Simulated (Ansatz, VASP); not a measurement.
# BN: VASP beside Ansatz

File POSCAR:

```
BN
1.0
    2.5572306852      0.0000000000      0.0000000000
   -1.2711622815      2.2189130743      0.0000000000
   -0.6430342018     -1.1094565371      3.0818205403
N B
1 1
Direct
    0.6685060000      0.3323850000      0.9849990000
    0.9796430000      0.9834990000      0.0018060000
```

File INCAR.step1:

```
PREC = Accurate
ENCUT = 520
EDIFF = 1E-5
ISMEAR = -1
SIGMA = 0.05
LREAL = F
LASPH = T
NELM = 60
ALGO = Normal
ISIF = 2
LWAVE = T
LCHARG = F
NBANDS = 11
GGA = PE
```

Contents of INCAR.step2:

```
PREC = Accurate
ENCUT = 520
EDIFF = 1E-6
ISMEAR = -1
SIGMA = 0.05
LREAL = F
LASPH = T
NELM = 60
ALGO = Normal
ISIF = 2
LWAVE = F
LCHARG = F
GGA = PE
LHFCALC = T
AEXX = 0.25
PRECFOCK = Normal
NBANDS = 11
ISTART = 1
```

File KPOINTS:

```
regular mesh
0
Gamma
  6 6 4
```

File input.yaml:

```yaml
crystal:
  lattice:
    - [2.5572306852, 0.0, 0.0]
    - [-1.2711622815, 2.2189130743, 0.0]
    - [-0.6430342018, -1.1094565371, 3.0818205403]
  atoms:
    - { symbol: "N", position: [0.668506, 0.332385, 0.984999] }
    - { symbol: B, position: [0.979643, 0.983499, 0.001806] }
hamiltonian:
  xc: pbe0
  pseudopotentials: { kind: paw }
kpoints:
  mp_grid: { grid: [6, 6, 4] }
scf:
  occupations: { method: fermi_dirac, width: 0.05 }
output:
  forces: true
  stress: true
  eigenvalues: true
  write_density: true
  write_potential: true
  elf: true
  volumetric_format: npy
```

Alike in both runs: task single point; functional PBE0; k mesh 6 × 6 × 4; occupations fermi-dirac, width 0.05 eV; no spin polarisation.

```csv
,VASP,Ansatz
version,VASP 6.6.1,Ansatz 0.2.0
potentials or method,"VASP PAW PBE potentials, release 64 (N, B)",Ansatz PAW
plane-wave cutoff (eV),520,420
valence electrons in the cell,8,8
```

|  | VASP | Ansatz | Ansatz less VASP |
| --- | --- | --- | --- |
| gap on the k mesh at the Fermi level (eV) | 4.95 | 4.93 | -0.018 |
| least direct gap on the mesh (eV) | 6.52 | 6.50 | -0.021 |
| pressure (GPa) | -15.0 | -15.0 | -0.09 |
| traceless stress, the component that is largest in VASP (GPa) | 20.42 | 20.83 | +0.409 |
| rms of the force components (eV/Å) | 1.426 | 1.425 | -0.0014 |

Atom by atom the forces differ by 0.002 eV/Å (rms over components).

The k mesh is coarse, so the values compare programs but aren't converged.
